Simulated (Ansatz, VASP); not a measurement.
**One calculation of LiF, two programs**

```
Li F
1.0
     2.68751    0.00000    0.00000
     0.00000    2.68751    0.00000
     0.00000    0.00000    2.68751
Li F
1 1
Direct
  0.00000 0.00000 0.00000
  0.50000 0.50000 0.50000
```

Change from the starting cell: strain +0.050 along x and y, +0.050 along z, atoms carried along.

Alike in both runs: task single point; functional LDA; k mesh 10 × 10 × 10; occupations gaussian, width 0.05 eV; no spin polarisation.

|  | VASP | Ansatz |
| --- | --- | --- |
| version | VASP 6.6.1 | Ansatz 0.2.0 |
| potentials or method | VASP PAW LDA potentials, release 64 (Li_sv, F), cutoff 520 eV | scalar-relativistic, plane waves, PAW |
| valence electrons in the cell | 10 | 10 |

```csv
,VASP,Ansatz,Ansatz less VASP
gap on the k mesh at the Fermi level (eV),6.23,6.24,+0.003
least direct gap on the mesh (eV),6.78,6.78,+0.001
```

LDA's correlation is that of Perdew and Zunger in VASP and of Perdew and Wang (1992) in Ansatz.

Noted on VASP's run: the cutoff is short for stress, so the pressure is rough.
